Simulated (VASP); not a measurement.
**CaSiH6: single point with PBEsol**

CaSiH6:

```
CELL_PARAMETERS angstrom
3.67948 -0.92459 -0.01364
-0.91680 3.79218 0.79480
-0.02773 1.33125 5.89394
ATOMIC_POSITIONS crystal
Ca 0.58629 0.50459 0.45682
H 0.57071 0.59354 0.02815
H 0.90590 0.11988 0.48775
H 0.81408 0.13517 0.08438
H 0.34024 0.03142 0.86457
H 0.24199 0.90101 0.25413
H 0.19894 0.56437 0.71585
Si 0.22695 0.24716 0.98371
```

```json
{
  "Program": "VASP 6.6.1",
  "Task": "single point",
  "Functional": "PBEsol",
  "Potentials or basis": "VASP PAW PBE potentials, release 64 (Ca_sv, H, Si)",
  "Cutoff": "520 eV",
  "k mesh": "6 × 6 × 4",
  "Occupations": "fermi-dirac, width 0.05 eV",
  "Spin": "no spin polarisation"
}
```

```yaml
Pressure: 0.0 GPa
Largest_force: 0.008 eV/Å
Band_gap_on_the_k_mesh: 2.00 eV (least direct gap 2.95 eV)
```

Forces in eV/Å, atoms in the order of the input:
```
Ca   0.001 -0.006  0.000
H    0.000 -0.003 -0.004
H    0.000 -0.001  0.001
H    0.000  0.001 -0.005
H   -0.002 -0.003  0.004
H    0.002  0.007 -0.003
H   -0.004  0.004  0.005
Si   0.004  0.001  0.002
```

Levels at points of the mesh, in eV from the valence-band top:
| k point | band 8 | band 9 | band 10 | band 11 | band 12 | band 13 |
| --- | --- | --- | --- | --- | --- | --- |
| (0.00, 0.00, 0.00) | -2.70 | -2.35 | 0.00 | 3.31 | 3.53 | 4.34 |
| (0.50, 0.00, 0.00) | -3.71 | -1.77 | -1.62 | 2.42 | 3.32 | 4.22 |
| (0.00, 0.50, 0.00) | -3.60 | -2.25 | -0.37 | 2.74 | 3.30 | 4.23 |
| (0.50, 0.50, 0.00) | -3.93 | -2.14 | -1.59 | 2.00 | 3.74 | 4.42 |
| (0.00, 0.00, 0.50) | -2.54 | -1.09 | -0.46 | 3.35 | 3.64 | 3.96 |
| (0.50, 0.00, 0.50) | -3.86 | -2.00 | -0.64 | 2.31 | 3.76 | 3.87 |
| (0.00, 0.50, 0.50) | -3.36 | -2.22 | -1.40 | 2.41 | 2.84 | 5.01 |
| (0.50, 0.50, 0.50) | -3.84 | -2.65 | -1.56 | 2.54 | 3.75 | 3.81 |

Run time: 2.5 min on 1 thread of Oxide Virtual Turin-like Processor, on a shared host, peak memory 0.23 GiB.

Caveat: the PAW data sets were made with another functional, which shifts forces and pressure a little. A k mesh can miss the band edges.
